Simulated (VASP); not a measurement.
# Mg5O (P-6m2) in VASP: notebook, part 2 of 2

VASP 6.6.1. Earlier steps stand in the parts before.

## Step 3: Relaxation of cell and atoms, PBE, collinear spin, ferromagnetic start

This run uses another cell than the first one, of 20.90 Å³/atom.

Input file INCAR:

```
SYSTEM = Mg5O
  PREC = Accurate
  ENCUT = 600
  EDIFF = 1E-7
  ISMEAR = 0
  SIGMA = 0.1
  LREAL = .FALSE.
  LASPH = .TRUE.
  NELM = 150
  ALGO = Normal
  ISIF = 3
  LWAVE = .FALSE.
  LCHARG = .FALSE.
  ISPIN = 2
  MAGMOM = 0 0 0 0 0 1
  LORBIT = 11
  GGA = PE
  IBRION = 2
  NSW = 90
  EDIFFG = -0.04
```

Input file KPOINTS:

```
regular mesh
0
G
  6 6 1
  0 0 0
```

Input file POSCAR:

```
Mg5O
1.0
    3.0701343500      0.0000000000      0.0000000000
   -1.5350671800      2.6588143400      0.0000000000
    0.0000000000      0.0000000000     15.3626024500
Mg O
5 1
Direct
    0.6666666700      0.3333333300      0.1697627500
    0.0000000000      0.0000000000      0.3333671700
    0.6666666700      0.3333333300      0.5000000000
    0.0000000000      0.0000000000      0.6666328300
    0.6666666700      0.3333333300      0.8302372500
    0.0000000000      0.0000000000      0.0000000000
```

Potentials or basis: VASP PAW PBE potentials, release 64 (Mg, O).

Run with:

```
> cat potpaw_PBE.64/Mg/POTCAR potpaw_PBE.64/O/POTCAR > POTCAR
> mpirun -np 1 vasp_std > vasp.out
```

OUTCAR:

```text
SYSTEM = Mg5O
   PREC = Accurate
   ENCUT = 600
   EDIFF = 1E-7
   ISMEAR = 0
   LREAL = .FALSE.
   LASPH = .TRUE.
   NELM = 150
   ISIF = 3
   ISPIN = 2
   LORBIT = 11
   GGA = PE
   IBRION = 2
   NSW = 90
   EDIFFG = -0.04

 ion  position               nearest neighbor table
   1  0.667  0.333  0.170-   2 3.08   2 3.08   2 3.08
   2  0.000  0.000  0.333-   1 3.08   1 3.08   1 3.08   3 3.11   3 3.11   3 3.11
   3  0.667  0.333  0.500-   2 3.11   4 3.11   2 3.11   4 3.11   2 3.11   4 3.11
   4  0.000  0.000  0.667-   5 3.08   5 3.08   5 3.08   3 3.11   3 3.11   3 3.11
   5  0.667  0.333  0.830-   4 3.08   4 3.08   4 3.08
   6  0.000  0.000  0.000-

  LATTYP: Found a hexagonal cell.
 ALAT       =     3.0701343500
 C/A-ratio  =     5.0038860514

  Lattice vectors:

 A1 = (   3.0701343500,   0.0000000000,   0.0000000000)
 A2 = (  -1.5350671800,   2.6588143400,   0.0000000000)
 A3 = (   0.0000000000,   0.0000000000,  15.3626024500)

[... 521 lines left out ...]

 spin component 2

 k-point     1 :       0.0000    0.0000    0.0000
  band No.  band energies     occupation
      1     -16.0953      1.00000
      2      -3.7923      1.00000
      3      -3.4304      1.00000
      4      -1.9716      1.00000
      5      -1.6295      1.00000
      6      -0.0826      1.00000
      7      -0.0826      1.00000
      8       1.0759      1.00000
      9       2.0431      1.00000
     10       5.7765      0.00000
     11       5.8399      0.00000
     12       9.4513      0.00000
     13      11.0377      0.00000
[... 127 lines left out ...]
  FREE ENERGIE OF THE ION-ELECTRON SYSTEM (eV)
  ---------------------------------------------------
  free  energy   TOTEN  =       -16.7083595586 eV

  energy  without entropy=      -16.7021501348  energy(sigma->0) =      -16.70525485

 reached required accuracy - stopping structural energy minimisation

 total charge

# of ion       s       p       d       tot
------------------------------------------
    1        0.180   0.135   0.035   0.350
    2        0.212   0.134   0.014   0.359
    3        0.209   0.134   0.013   0.355
    4        0.212   0.134   0.014   0.359
    5        0.180   0.135   0.035   0.350
    6        1.557   3.443   0.000   5.000
--------------------------------------------------
tot          2.550   4.115   0.110   6.775

 magnetization (x)

# of ion       s       p       d       tot
------------------------------------------
    1       -0.000  -0.000  -0.000  -0.000
    2       -0.000  -0.000  -0.000  -0.000
    3       -0.000  -0.000  -0.000  -0.000
    4       -0.000  -0.000  -0.000  -0.000
    5       -0.000  -0.000  -0.000  -0.000
    6       -0.000  -0.000   0.000  -0.000
--------------------------------------------------
tot         -0.000  -0.000  -0.000  -0.000
```

Wall time 7.8 min (1 thread of Intel Xeon 6975P-C (Granite Rapids), shared host); peak memory 0.39 GiB.

What came out:

```yaml
Free_energy: -16.7084 eV
Relaxed_volume: 18.24 Å³/atom
Relaxed_cell: a = 3.090 Å, b = 3.090 Å, c = 13.229 Å, α = 90.00°, β = 90.00°, γ = 120.00°
Space_group_after_relaxing_to_0.1_Å: P-6m2 (No. 187)
Energy_gained_by_relaxing: 943.8 meV/atom
Ionic_steps: 19
Pressure_after_relaxing: 0.0 GPa
Largest_force_after_relaxing: 0.031 eV/Å
Band_gap_on_the_k_mesh: zero (filled and empty bands overlap)
Net_moment: 0.00 μB per cell
Valence_electrons_inside_the_program's_atomic_spheres: Mg 0.35, 0.36 (each value once); O 5.00
```

Forces on the atoms (eV/Å):
```
Mg   0.000  0.000 -0.031
Mg   0.000  0.000 -0.023
Mg   0.000  0.000  0.000
Mg   0.000  0.000  0.023
Mg   0.000  0.000  0.031
O    0.000  0.000  0.000
```

Stress tensor (GPa, compression positive):
```
 0.07  0.00  0.00
 0.00  0.07  0.00
 0.00  0.00 -0.07
```

The path:
| step | energy change (eV) | largest force (eV/Å) | pressure (GPa) | volume (Å³) |
| --- | --- | --- | --- | --- |
| 1 | 0.0000 | 1.5460 | -0.07 | 125.40 |
| 2 | -0.5255 | 1.7865 | -1.28 | 125.10 |
| 3 | -2.2518 | 2.9675 | -3.15 | 122.67 |
| 4 | -2.1526 | 2.3621 | 5.28 | 110.06 |
| 5 | -2.9590 | 2.9935 | -2.02 | 118.98 |
| 6 | -3.2163 | 1.2329 | 0.20 | 115.03 |
| 7 | -3.3558 | 1.0055 | 0.78 | 115.37 |
| 8 | -3.4067 | 1.0335 | 0.41 | 115.26 |
| 9 | -4.1851 | 0.9166 | -0.99 | 116.02 |
| 10 | -5.3755 | 1.8777 | -0.92 | 115.38 |
| 11 | -5.5219 | 1.0267 | -1.03 | 112.38 |
| 12 | -5.6187 | 0.1669 | -1.31 | 113.66 |
| 13 | -5.6186 | 0.1711 | -1.32 | 113.70 |
| 14 | -5.6409 | 0.1680 | 0.25 | 109.79 |
| 15 | -5.6412 | 0.1821 | 0.43 | 109.37 |
| 16 | -5.6592 | 0.1046 | 0.61 | 108.40 |
| 17 | -5.6598 | 0.0787 | 0.67 | 108.23 |
| 18 | -5.6618 | 0.0928 | -0.34 | 110.12 |
| 19 | -5.6627 | 0.0308 | 0.02 | 109.43 |

Final structure:
```yaml
crystal:
  lattice:
    - [3.09048, 0.00000, 0.00000]
    - [-1.54524, 2.67643, 0.00000]
    - [0.00000, 0.00000, 13.22947]
  atoms:
    - { symbol: Mg, position: [0.66667, 0.33333, 0.09997] }
    - { symbol: Mg, position: [0.00000, 0.00000, 0.29748] }
    - { symbol: Mg, position: [0.66667, 0.33333, 0.50000] }
    - { symbol: Mg, position: [0.00000, 0.00000, 0.70252] }
    - { symbol: Mg, position: [0.66667, 0.33333, 0.90003] }
    - { symbol: O, position: [0.00000, 0.00000, 0.00000] }
```

Levels at points of the mesh, in eV from the Fermi level:
Spin up:
```tsv
k point	band 5	band 6	band 7	band 8	band 9	band 10	band 11	band 12	band 13
(0.00, 0.00, 0.00)	-5.31	-3.76	-3.76	-2.61	-1.64	2.10	2.16	5.77	7.36
(0.50, 0.00, 0.00)	-2.07	-1.96	-1.69	-0.82	-0.54	0.12	0.96	1.73	3.03
```
Spin down:
```
           k point  band 6  band 7  band 8  band 9  band 10  band 11  band 12  band 13
(0.00, 0.00, 0.00)   -3.76   -3.76   -2.61   -1.64     2.10     2.16     5.77     7.36
(0.50, 0.00, 0.00)   -1.96   -1.69   -0.82   -0.54     0.12     0.96     1.73     3.03
```

Caveat: the k points lie up to 0.47 Å⁻¹ apart in the final cell, too coarse for converged energies and pressures of a metal.

## Step 4: Relaxation of cell and atoms, PBE

Input file INCAR:

```
PREC = Accurate
ENCUT = 600
EDIFF = 1E-7
ISMEAR = 0
SIGMA = 0.1
LREAL = F
LASPH = T
NELM = 80
ALGO = Normal
ISIF = 3
LWAVE = F
LCHARG = F
GGA = PE
IBRION = 2
NSW = 100
EDIFFG = -0.01
```

Input file KPOINTS:

```
Automatic mesh
0
Gamma
  12 12 4
```

Input file POSCAR:

```
Mg5O
1.0
    3.1188116504      0.0000000000      0.0000000000
   -1.5594058252      2.7009701189      0.0000000000
    0.0000000000      0.0000000000     13.0036721637
Mg O
5 1
Direct
    0.6666666667      0.3333333333      0.1015196534
    0.0000000000      0.0000000000      0.2997336563
    0.6666666667      0.3333333333      0.5000000000
    0.0000000000      0.0000000000      0.7002663437
    0.6666666667      0.3333333333      0.8984803466
    0.0000000000      0.0000000000      0.0000000000
```

Run with:

```
> cat potpaw_PBE.64/Mg/POTCAR potpaw_PBE.64/O/POTCAR > POTCAR
> mpirun -np 1 vasp_std > vasp.out
```

Wall time 2.8 min (1 thread of Intel Xeon 6975P-C (Granite Rapids), shared host); peak memory 0.34 GiB.

The run converged. Its results:

```yaml
Free_energy: -16.7432 eV
Relaxed_volume: 18.16 Å³/atom
Relaxed_cell: a = 3.106 Å, b = 3.106 Å, c = 13.045 Å, α = 90.00°, β = 90.00°, γ = 120.00°
Space_group_after_relaxing_to_0.1_Å: P-6m2 (No. 187)
Energy_gained_by_relaxing: 0.4 meV/atom
Ionic_steps: 7
Pressure_after_relaxing: 0.0 GPa
Largest_force_after_relaxing: 0.007 eV/Å
Band_gap_on_the_k_mesh: zero (bands 8 and 9 overlap by 1.77 eV)
```

Forces on the atoms (eV/Å):
```
Mg   0.000  0.000  0.007
Mg   0.000  0.000  0.004
Mg   0.000  0.000  0.000
Mg   0.000  0.000 -0.004
Mg   0.000  0.000 -0.007
O    0.000  0.000  0.000
```

The path:
```csv
step,energy change (eV),largest force (eV/Å),pressure (GPa),volume (Å³)
1,0.0000,0.0396,-0.31,109.54
2,-0.0017,0.0279,-0.03,108.97
3,-0.0019,0.0227,0.09,108.72
4,-0.0021,0.0151,0.04,108.86
5,-0.0021,0.0101,-0.02,108.99
6,-0.0021,0.0107,-0.01,108.98
7,-0.0021,0.0071,0.00,108.97
```

Final structure:
```
Mg O
1.0
     3.10579    0.00000    0.00000
    -1.55290    2.68969    0.00000
     0.00000    0.00000   13.04471
Mg O
5 1
Cartesian
  1.5529 0.8966 1.3199
  1.5529 2.6897 3.9160
  1.5529 0.8966 6.5224
  0.0000 0.0000 9.1287
  1.5529 0.8966 11.7248
  -1.5529 2.6897 0.0000
```

Levels at points of the mesh, in eV from the Fermi level:
```csv
k point,band 6,band 7,band 8,band 9,band 10,band 11
"(0.00, 0.00, 0.00)",-3.65,-3.65,-2.33,-1.28,2.44,2.50
"(0.50, 0.00, 0.00)",-1.83,-1.52,-0.65,-0.35,0.32,1.17
"(0.00, 0.00, 0.50)",-3.65,-3.65,-3.47,0.07,0.62,4.11
"(0.50, 0.00, 0.50)",-1.77,-1.37,-1.03,-0.16,0.39,1.33
```

## Step 5: Overview

| task | spin | cell | k mesh | cutoff (eV) | gap on the mesh (eV) | pressure (GPa) | relaxed volume (Å³/atom) | largest force (eV/Å) |
| --- | --- | --- | --- | --- | --- | --- | --- | --- |
| single point | off | a = 3.112, b = 3.112, c = 13.058 Å, angles 90.0, 90.0, 120.0°, 6 atoms, atomic positions A | 12 × 12 × 4 | 520 | none | -0.2 | - | 0.02 |
| relaxation of cell and atoms | collinear, ferromagnetic start | relaxed from a = 3.070, b = 3.070, c = 15.363 Å, angles 90.0, 90.0, 120.0°, 6 atoms, atomic positions B | 6 × 6 × 1 | 600 | none | 0.0 | 18.24 | 0.03 |
| relaxation of cell and atoms | off | relaxed from a = 3.119, b = 3.119, c = 13.004 Å, angles 90.0, 90.0, 120.0°, 6 atoms, atomic positions A | 12 × 12 × 4 | 600 | none | 0.0 | 18.16 | 0.01 |

Alike in all rows: level PBE; potentials or basis VASP PAW PBE potentials, release 64 (Mg, O); smearing gaussian 0.1 eV.

Caveats: some runs use coarse meshes.

Absolute energies hang on the potentials; compare differences alone.
